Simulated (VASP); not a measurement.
Set up this calculation in VASP 6.6.1, as the native input.

```
Task                   : single point
Functional             : r2SCAN
Potentials or basis    : VASP PAW PBE potentials, release 64 (B, P)
Cutoff                 : 520 eV
k mesh                 : 10 × 10 × 10
Occupations            : gaussian, width 0.05 eV
Spin                   : no spin polarisation
Dipole correction      : no
Further INCAR settings : ALGO = Normal; EDIFF = 1e-07; NBANDS = 11
```

Crystal: BP.

```xyz
2
Lattice="0.0000 2.2690 2.4505 2.2690 0.0000 2.4505 2.2690 2.2690 0.0000" Properties=species:S:1:pos:R:3 pbc="T T T"
B     0.0000    0.0000    0.0000
P     3.4035    3.4035    3.6758
```

This cell differs from its parent crystal: strain +0.000 along x and y, +0.080 along z.

One way to write it, as run:

POSCAR

```
BP
1.0
    0.0000000000      2.2690000000      2.4505200000
    2.2690000000      0.0000000000      2.4505200000
    2.2690000000      2.2690000000      0.0000000000
B P
1 1
Direct
    0.0000000000      0.0000000000      0.0000000000
    0.7500000000      0.7500000000      0.7500000000
```

INCAR.step1

```
SYSTEM = BP
  ALGO = Normal
  EDIFF = 1E-4
  ENCUT = 520
  GGA = PE
  ISMEAR = 0
  LASPH = .True.
  LCHARG = .False.
  LREAL = .False.
  LWAVE = .True.
  NBANDS = 11
  NELM = 60
  PREC = Accurate
  SIGMA = 0.05
```

INCAR.step2

```
SYSTEM = BP
  ALGO = Normal
  EDIFF = 1E-7
  ENCUT = 520
  ISIF = 2
  ISMEAR = 0
  ISTART = 1
  LASPH = .True.
  LCHARG = .False.
  LMIXTAU = .True.
  LREAL = .False.
  LWAVE = .False.
  METAGGA = R2SCAN
  NBANDS = 11
  NELM = 60
  PREC = Accurate
  SIGMA = 0.05
```

KPOINTS

```
k-points
0
Gamma
  10 10 10
  0 0 0
```

Potentials or basis: VASP PAW PBE potentials, release 64 (B, P).

The run is started by

```console
$ cat potpaw_PBE.64/B/POTCAR potpaw_PBE.64/P/POTCAR > POTCAR
$ cp INCAR.step1 INCAR
$ mpirun -np 1 vasp_std > vasp.out
$ cp INCAR.step2 INCAR
$ mpirun -np 1 vasp_std > vasp.out
```

It gave:

The pressure is -11.8 GPa and the band gap on the k mesh is 0.95 eV (least direct gap 3.13 eV).

Caveat: the cell differs from its parent crystal (strain +0.000 along x and y, +0.080 along z); the cell stands under tension; the PAW data sets were made with another functional, which shifts forces and pressure a little.

Wall time 110 s on 1 thread of Intel(R) Xeon(R) Platinum 8375C CPU @ 2.90GHz (Ice Lake) (shared host), peak memory 0.16 GiB.
